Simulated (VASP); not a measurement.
# SrTiO3 (P4mm) in VASP: a series of runs

The runs below take SrTiO3 through density of states, with PBE, PBE+U.

Everything below comes from runs of VASP 6.6.1. Logs are shortened: lines on timing, memory, paths and dates and some standing lists are left out, and cuts for length are marked.

## Step 1: The cell of the first run

The structure is tetragonal, space group P4mm (No. 99). The conventional cell has a = 3.926 Å, b = 3.926 Å, c = 3.988 Å, α = 90.00°, β = 90.00°, γ = 90.00°. Within 3.6 Å of Sr (site symmetry 4mm) lie 12 O at 2.71 to 2.89 Å and 8 Ti at 3.41 to 3.42 Å. Within 2.5 Å of Ti (site symmetry 4mm) lie 6 O at 1.85 to 2.14 Å. O (site symmetry 2mm) has 2 Ti at 1.97 Å within 2.6 Å. Within 2.5 Å of O (site symmetry 4mm) lie 2 Ti at 1.85 to 2.14 Å.

## Step 2: Density of states, PBE

File POSCAR:

```
SrTiO3
1.0
    3.9258415304      0.0000000000      0.0000000000
    0.0000000000      3.9258415304      0.0000000000
    0.0000000000      0.0000000000      3.9884375010
Sr Ti O
1 1 3
Direct
    0.5000000000      0.5000000000      0.5081637248
    0.0000000000      0.0000000000      0.0102563992
    0.5000000000      0.0000000000      0.9753342346
    0.0000000000      0.5000000000      0.9753342346
    0.0000000000      0.0000000000      0.4749123568
```

File INCAR.step1:

```
PREC = Accurate ; ENCUT = 520
EDIFF = 1E-6 ; ISMEAR = 0
SIGMA = 0.02 ; LREAL = F
LASPH = T ; NELM = 100
ALGO = Normal ; ISIF = 2
LWAVE = F ; LCHARG = T
LMAXMIX = 4 ; GGA = PE
NBANDS = 28
```

File KPOINTS.step1:

```
regular mesh
0
Gamma
  8 8 8
```

File INCAR.step2:

```
PREC = Accurate ; ENCUT = 520
EDIFF = 1E-6 ; ISMEAR = -5
SIGMA = 0.02 ; LREAL = F
LASPH = T ; NELM = 100
ALGO = Normal ; ISIF = 2
LWAVE = F ; LCHARG = F
LMAXMIX = 4 ; GGA = PE
LORBIT = 11 ; NEDOS = 2001
ICHARG = 11
```

File KPOINTS.step2:

```
regular mesh
0
Gamma
  12 12 12
```

Potentials or basis: VASP PAW PBE potentials, release 64 (Sr_sv, Ti_sv, O).

Run with:

```
cat potpaw_PBE.64/Sr_sv/POTCAR potpaw_PBE.64/Ti_sv/POTCAR potpaw_PBE.64/O/POTCAR > POTCAR
cp INCAR.step1 INCAR
cp KPOINTS.step1 KPOINTS
mpirun -np 1 vasp_std > vasp.out
cp INCAR.step2 INCAR
cp KPOINTS.step2 KPOINTS
mpirun -np 1 vasp_std > vasp.out
```

OUTCAR:

```text
PREC = Accurate
   ENCUT = 520
   EDIFF = 1E-6
   ISMEAR = -5
   LREAL = F
   LASPH = T
   NELM = 100
   ISIF = 2
   GGA = PE
   LORBIT = 11
   ICHARG = 11

 ion  position               nearest neighbor table
   1  0.500  0.500  0.508-   3 2.71   4 2.71   3 2.71   4 2.71   5 2.78   5 2.78   5 2.78   5 2.78
                             3 2.89   4 2.89   4 2.89   3 2.89   2 3.41   2 3.41   2 3.41   2 3.41
   2  0.000  0.000  0.010-   5 1.85   4 1.97   3 1.97   4 1.97   3 1.97   5 2.14   1 3.41   1 3.41
                             1 3.41   1 3.41   1 3.42   1 3.42   1 3.42   1 3.42
   3  0.500  0.000  0.975-   2 1.97   2 1.97   1 2.71   1 2.71   1 2.89   1 2.89
   4  0.000  0.500  0.975-   2 1.97   2 1.97   1 2.71   1 2.71   1 2.89   1 2.89
   5  0.000  0.000  0.475-   2 1.85   2 2.14   1 2.78   1 2.78   1 2.78   1 2.78

  LATTYP: Found a simple tetragonal cell.
 ALAT       =     3.9258415304
 C/A-ratio  =     1.0159445994

  Lattice vectors:

 A1 = (   3.9258415304,   0.0000000000,   0.0000000000)
 A2 = (   0.0000000000,   3.9258415304,   0.0000000000)
 A3 = (   0.0000000000,   0.0000000000,   3.9884375010)

Analysis of symmetry for initial positions (statically):
=====================================================================
 Subroutine PRICEL returns:
 Original cell was already a primitive cell.

 Routine SETGRP: Setting up the symmetry group for a
 simple tetragonal supercell.

 Subroutine GETGRP returns: Found  8 space group operations
 (whereof  8 operations were pure point group operations)
 out of a pool of 16 trial point group operations.

The static configuration has the point symmetry C_4v.

Analysis of symmetry for dynamics (positions and initial velocities):
=====================================================================
 Subroutine PRICEL returns:
 Original cell was already a primitive cell.

 Routine SETGRP: Setting up the symmetry group for a
 simple tetragonal supercell.

 Subroutine GETGRP returns: Found  8 space group operations
 (whereof  8 operations were pure point group operations)
 out of a pool of 16 trial point group operations.

The dynamic configuration has the point symmetry C_4v.

 Subroutine INISYM returns: Found  8 space group operations
 (whereof  8 operations are pure point group operations),
 and found     1 'primitive' translations

----------------------------------------------------------------------------------------

                                     Primitive cell

  volume of cell :      61.4707

  direct lattice vectors                    reciprocal lattice vectors
     3.925841530  0.000000000  0.000000000     0.254722457  0.000000000  0.000000000
     0.000000000  3.925841530  0.000000000     0.000000000  0.254722457  0.000000000
     0.000000000  0.000000000  3.988437501     0.000000000  0.000000000  0.250724751

  length of vectors
     3.925841530  3.925841530  3.988437501     0.254722457  0.254722457  0.250724751

  position of ions in fractional coordinates (direct lattice)
     0.500000000  0.500000000  0.508163725
     0.000000000  0.000000000  0.010256399
     0.500000000  0.000000000  0.975334235
     0.000000000  0.500000000  0.975334235
     0.000000000  0.000000000  0.474912357

  ion indices of the primitive-cell ions
   primitive index   ion index
                 1           1
                 2           2
                 3           3
                 4           4
                 5           5

----------------------------------------------------------------------------------------

 KPOINTS: regular mesh

Automatic generation of k-mesh.
 Grid dimensions read from file:
 generate k-points for:   12   12   12

 Generating k-lattice:

  Cartesian coordinates                     Fractional coordinates (reciprocal lattice)
     0.021226871  0.000000000  0.000000000     0.083333333  0.000000000  0.000000000
     0.000000000  0.021226871  0.000000000     0.000000000  0.083333333  0.000000000
     0.000000000  0.000000000  0.020893729     0.000000000  0.000000000  0.083333333

  Length of vectors
     0.021226871  0.021226871  0.020893729

  Shift w.r.t. Gamma in fractional coordinates (k-lattice)
     0.000000000  0.000000000  0.000000000

 TETIRR: Found   2592 inequivalent tetrahedra from    10368

 Subroutine IBZKPT returns following result:
 ===========================================

 Found    196 irreducible k-points:

 Following reciprocal coordinates:
            Coordinates               Weight
  0.000000  0.000000  0.000000      1.000000
  0.083333  0.000000  0.000000      4.000000
  0.166667  0.000000  0.000000      4.000000
  0.250000  0.000000  0.000000      4.000000
  0.333333  0.000000  0.000000      4.000000
  0.416667  0.000000  0.000000      4.000000
[... 16 lines left out ...]
  0.333333  0.333333  0.000000      4.000000
  0.416667  0.333333  0.000000      8.000000
 [... further k-points ...]
   k-points           NKPTS =    196   k-points in BZ     NKDIM =    196   number of bands    NBANDS=     24
   number of dos      NEDOS =   2001   number of ions     NIONS =      5
   total plane-waves  NPLWV =  27000
   dimension x,y,z NGX =    30 NGY =   30 NGZ =   30
   dimension x,y,z NGXF=    60 NGYF=   60 NGZF=   60
   ions per type =               1   1   3
   NGX,Y,Z   is equivalent  to a cutoff of  12.70, 12.70, 12.50 a.u.
   NGXF,Y,Z  is equivalent  to a cutoff of  25.41, 25.41, 25.01 a.u.
 SYSTEM =  unknown system
   PREC   = accura    normal or accurate (medium, high low for compatibility)
   ISTART =      0    job   : 0-new  1-cont  2-samecut
   ICHARG =     11    charge: 1-file 2-atom 10-const
   ISPIN  =      1    spin polarized calculation?
   LNONCOLLINEAR =      F non collinear calculations
   LSORBIT =      F    spin-orbit coupling
   LASPH  =      T    aspherical Exc in radial PAW
   ENCUT  =  520.0 eV  38.22 Ry    6.18 a.u.   7.30  7.30  7.42*2*pi/ulx,y,z
   NELM   =    100;   NELMIN=  2; NELMDL=  0     # of ELM steps
   EDIFF  = 0.1E-05   stopping-criterion for ELM
   LREAL  =      F    real-space projection
   EDIFFG = 0.1E-04   stopping-criterion for IOM
   NSW    =      0    number of steps for IOM
   IBRION =     -1    ionic relax: 0-MD 1-quasi-New 2-CG
   NFREE  =      0    steps in history (QN), initial steepest desc. (CG)
   ISIF   =      2    stress and relaxation
   ISYM   =      2    0-nonsym 1-usesym 2-fastsym
   POTIM  = 0.5000    time-step for ionic-motion
   TEBEG  =    0.0;   TEEND  =   0.0 temperature during run
   PSTRESS=    0.0 pullay stress
   NELECT =      40.0000    total number of electrons
   NUPDOWN=      -1.0000    fix difference up-down
   EMIN   =  10.00;   EMAX   =-10.00  energy-range for DOS
   EFERMI =   0.00;   METHOD = LEGACY
   ISMEAR =    -5;   SIGMA  =   0.02  broadening in eV -4-tet -1-fermi 0-gaus
   EFERMI_NEDOS =   21; number of points for ismear=-14 and -15
   IALGO  =     38    algorithm
   IMIX   =      4    mixing-type and parameters
     AMIX     =   0.40;   BMIX     =  1.00
     AMIX_MAG =   1.60;   BMIX_MAG =  1.00
  volume/ion in A,a.u.               =      12.29        82.96
  Fermi-wavevector in a.u.,A,eV,Ry     =   1.418640  2.680840 27.382243  2.012538
  Thomas-Fermi vector in A             =   2.539744
   LORBIT       =     11    0 simple, 1 ext, 2 COOP (PROOUT), +10 PAW based schemes
   GGA     = PE    functional components
   LHFCALC =     F    Hartree Fock is set to
   AEXX    =    0.0000 exact exchange contribution
   IVDW    =     0    specifies the selected vdW correction
   LEPSILON=     F    determine dielectric tensor
   LRPA    =     F    only Hartree local field effects (RPA)
 non-spin polarized calculation
 Fermi weights with tetrahedron method with Bloechl corrections
  energy-cutoff  :      520.00
  volume of cell :       61.47
 maximum number of plane-waves:      1687
 NGX is ok and might be reduce to    30

 number of electron      40.0000005 magnetization

 Free energy of the ion-electron system (eV)
  ---------------------------------------------------
  ext. energy  EPLUGINS =         0.00000000
  ---------------------------------------------------
  free energy    TOTEN  =       -40.10944520 eV

  energy without entropy =      -40.10944520  energy(sigma->0) =      -40.10944520

 E-fermi :   3.9570     XC(G=0): -11.0952

 val. band max:        3.9545785895   @ k =   0.5000   0.5000   0.5000
 cond. band min:       5.8083525900   @ k =   0.0000   0.0000   0.0000
 fundamental gap:      1.8537740006
 Fermi energy:         3.9569857163

 k-point     1 :       0.0000    0.0000    0.0000
  band No.  band energies     occupation
      1     -52.5736      2.00000
      2     -28.9768      2.00000
      3     -28.8470      2.00000
      4     -28.8032      2.00000
      5     -28.8032      2.00000
      6     -13.4159      2.00000
[... 16 lines left out ...]
     23       6.1403      0.00000
     24       8.1991      0.00000

 k-point     2 :       0.0833    0.0000    0.0000
  band No.  band energies     occupation
      1     -52.5735      2.00000
      2     -28.9792      2.00000
      3     -28.8469      2.00000
      4     -28.8036      2.00000
      5     -28.8030      2.00000
      6     -13.4169      2.00000
[... 16 lines left out ...]
     23       6.1951      0.00000
     24       8.2491      0.00000

 k-point     3 :       0.1667    0.0000    0.0000
  band No.  band energies     occupation
      1     -52.5732      2.00000
      2     -28.9863      2.00000
      3     -28.8466      2.00000
      4     -28.8043      2.00000
      5     -28.8025      2.00000
      6     -13.4330      2.00000
[... 16 lines left out ...]
     23       6.4318      0.00000
     24       8.2531      0.00000

 k-point     4 :       0.2500    0.0000    0.0000
  band No.  band energies     occupation
      1     -52.5729      2.00000
      2     -28.9967      2.00000
      3     -28.8460      2.00000
      4     -28.8046      2.00000
      5     -28.8019      2.00000
      6     -13.4813      2.00000
[... 16 lines left out ...]
     23       6.8208      0.00000
     24       8.2521      0.00000

 k-point     5 :       0.3333    0.0000    0.0000
  band No.  band energies     occupation
      1     -52.5725      2.00000
      2     -29.0080      2.00000
      3     -28.8453      2.00000
      4     -28.8041      2.00000
      5     -28.8012      2.00000
      6     -13.5486      2.00000
[... 16 lines left out ...]
     23       7.2301      0.00000
     24       8.2470      0.00000

 k-point     6 :       0.4167    0.0000    0.0000
  band No.  band energies     occupation
      1     -52.5723      2.00000
      2     -29.0167      2.00000
      3     -28.8447      2.00000
      4     -28.8033      2.00000
      5     -28.8007      2.00000
      6     -13.6044      2.00000
[... 16 lines left out ...]
     23       7.5405      0.00000
     24       8.2372      0.00000
[... 379 lines left out ...]
 k-point    21 :       0.4167    0.2500    0.0000
  band No.  band energies     occupation
      1     -52.5716      2.00000
      2     -28.9871      2.00000
      3     -28.8436      2.00000
      4     -28.8379      2.00000
      5     -28.8188      2.00000
      6     -13.3182      2.00000
[... 16 lines left out ...]
     23       7.6765      0.00000
     24       8.7837      0.00000

 k-point    22 :       0.5000    0.2500    0.0000
  band No.  band energies     occupation
      1     -52.5715      2.00000
      2     -28.9875      2.00000
      3     -28.8434      2.00000
      4     -28.8333      2.00000
      5     -28.8259      2.00000
      6     -13.3222      2.00000
[... 16 lines left out ...]
     23       7.7624      0.00000
     24       8.7765      0.00000

 k-point    23 :       0.3333    0.3333    0.0000
  band No.  band energies     occupation
      1     -52.5715      2.00000
      2     -28.9763      2.00000
      3     -28.8504      2.00000
      4     -28.8434      2.00000
      5     -28.8205      2.00000
      6     -13.2096      2.00000
[... 16 lines left out ...]
     23       7.6530      0.00000
     24       8.8357      0.00000

 k-point    24 :       0.4167    0.3333    0.0000
  band No.  band energies     occupation
      1     -52.5712      2.00000
      2     -28.9692      2.00000
      3     -28.8531      2.00000
      4     -28.8429      2.00000
      5     -28.8330      2.00000
      6     -13.1447      2.00000
[... 16 lines left out ...]
     23       7.8303      0.00000
     24       8.8355      0.00000

 [... further k-points ...]
[... 5 lines left out ...]
  --------------------------------------------------------------------------------------
  -------------------------------------------------------------------------------------
  Total        0.2282019      0.2282019      0.2289619      0.0000000      0.0000000      0.0000000
  in kB        5.9478707      5.9478707      5.9676783      0.0000000      0.0000000      0.0000000
  external PRESSURE =       5.9544732 kB  Pullay stress =       0.0000000 kB

 VOLUME and BASIS-vectors are now :
 -----------------------------------------------------------------------------
  energy-cutoff  :      520.00
  volume of cell :       61.47
      direct lattice vectors                 reciprocal lattice vectors
     3.925841530  0.000000000  0.000000000     0.254722457  0.000000000  0.000000000
     0.000000000  3.925841530  0.000000000     0.000000000  0.254722457  0.000000000
     0.000000000  0.000000000  3.988437501     0.000000000  0.000000000  0.250724751

 POSITION                                       TOTAL-FORCE (eV/Angst)
 -----------------------------------------------------------------------------------
      1.96292      1.96292      2.02678         0.000000      0.000000     -0.012970
      0.00000      0.00000      0.04091         0.000000     -0.000000     -0.048193
      1.96292      0.00000      3.89006         0.000000     -0.000000      0.002086
      0.00000      1.96292      3.89006         0.000000     -0.000000      0.002086
      0.00000      0.00000      1.89416         0.000000     -0.000000      0.056990
 -----------------------------------------------------------------------------------
    total drift:                                0.000000     -0.000000     -0.000161

  FREE ENERGIE OF THE ION-ELECTRON SYSTEM (eV)
  ---------------------------------------------------
  free  energy   TOTEN  =       -40.1094452009 eV

  energy  without entropy=      -40.1094452009  energy(sigma->0) =      -40.10944520

 total charge

# of ion       s       p       d       tot
------------------------------------------
    1        1.997   5.791   0.193   7.981
    2        2.227   6.300   1.763  10.289
    3        1.563   3.481   0.000   5.044
    4        1.563   3.481   0.000   5.044
    5        1.566   3.476   0.000   5.042
--------------------------------------------------
tot          8.917  22.529   1.956  33.401
```

It took 9.4 min on 1 thread of AMD EPYC 7R13, shared host; peak memory 0.36 GiB.

Results:

```
Valence electrons inside the program's atomic spheres : Sr 7.98; Ti 10.29; O 5.04
```

## Step 3: Density of states, PBE+U

POSCAR is that of step 2.

File INCAR.step1:

```
PREC     = Accurate       # precision mode
ENCUT    = 520            # plane-wave cutoff, eV
EDIFF    = 1E-6           # SCF threshold, eV
ISMEAR   = 0              # smearing method
SIGMA    = 0.02           # smearing width, eV
LREAL    = F              # projectors in reciprocal space
LASPH    = T              # aspherical terms in the spheres
NELM     = 150            # most SCF steps
ALGO     = Normal         # electronic algorithm
ISIF     = 2              # what is computed and relaxed
LWAVE    = F              # write WAVECAR
LCHARG   = T              # write CHGCAR
LMAXMIX  = 4              # l up to which the mixer works
LDAU     = T              # DFT+U
LDAUTYPE = 2            
LDAUL    = -1 2 -1        # shell
LDAUU    = 0 4 0          # U, eV
LDAUJ    = 0 0 0        
LDAUPRINT= 1            
GGA      = PE             # functional
NBANDS   = 28             # bands
```

KPOINTS.step1 is that of step 2.

File INCAR.step2:

```
PREC     = Accurate       # precision mode
ENCUT    = 520            # plane-wave cutoff, eV
EDIFF    = 1E-6           # SCF threshold, eV
ISMEAR   = -5             # smearing method
SIGMA    = 0.02           # smearing width, eV
LREAL    = F              # projectors in reciprocal space
LASPH    = T              # aspherical terms in the spheres
NELM     = 150            # most SCF steps
ALGO     = Normal         # electronic algorithm
ISIF     = 2              # what is computed and relaxed
LWAVE    = F              # write WAVECAR
LCHARG   = F              # write CHGCAR
LMAXMIX  = 4              # l up to which the mixer works
LDAU     = T              # DFT+U
LDAUTYPE = 2            
LDAUL    = -1 2 -1        # shell
LDAUU    = 0 4 0          # U, eV
LDAUJ    = 0 0 0        
LDAUPRINT= 1            
GGA      = PE             # functional
LORBIT   = 11             # projections on sites
NEDOS    = 2001           # points of the DOS
ICHARG   = 11             # starting density
```

KPOINTS.step2 is that of step 2.

Potentials or basis: VASP PAW PBE potentials, release 64 (Sr_sv, Ti_sv, O).

Run with:

```
cat potpaw_PBE.64/Sr_sv/POTCAR potpaw_PBE.64/Ti_sv/POTCAR potpaw_PBE.64/O/POTCAR > POTCAR
cp INCAR.step1 INCAR
cp KPOINTS.step1 KPOINTS
mpirun -np 1 vasp_std > vasp.out
cp INCAR.step2 INCAR
cp KPOINTS.step2 KPOINTS
mpirun -np 1 vasp_std > vasp.out
```

Wall time 8.2 min (1 thread of AMD EPYC 7R13, shared host); peak memory 0.36 GiB.

The run converged. Its results:

* Valence electrons inside the program's atomic spheres: Sr 7.99; Ti 10.17; O 5.06

Levels at points of the mesh, in eV from the valence-band top:
| k point | band 18 | band 19 | band 20 | band 21 | band 22 | band 23 |
| --- | --- | --- | --- | --- | --- | --- |
| (0.00, 0.00, 0.00) | -0.68 | -0.59 | -0.59 | 2.38 | 2.63 | 2.63 |
| (0.50, 0.00, 0.00) | -2.00 | -1.12 | -0.99 | 2.79 | 4.13 | 4.16 |
| (0.50, 0.50, 0.00) | -1.65 | -1.65 | -0.08 | 4.17 | 4.17 | 4.65 |
| (0.00, 0.00, 0.50) | -1.98 | -0.79 | -0.79 | 2.56 | 4.15 | 4.15 |
| (0.50, 0.00, 0.50) | -1.62 | -1.60 | -0.22 | 4.16 | 4.17 | 4.54 |
| (0.50, 0.50, 0.50) | -0.14 | -0.14 | 0.00 | 4.74 | 4.74 | 4.80 |

Eigenvalues of the final occupation matrices:
| site | spin | trace | eigenvalues |
| --- | --- | --- | --- |
| site 2 d | 1 | 0.82 | 0.10 0.11 0.11 0.25 0.25 |
| site 2 d | 2 | 0.82 | 0.10 0.11 0.11 0.25 0.25 |
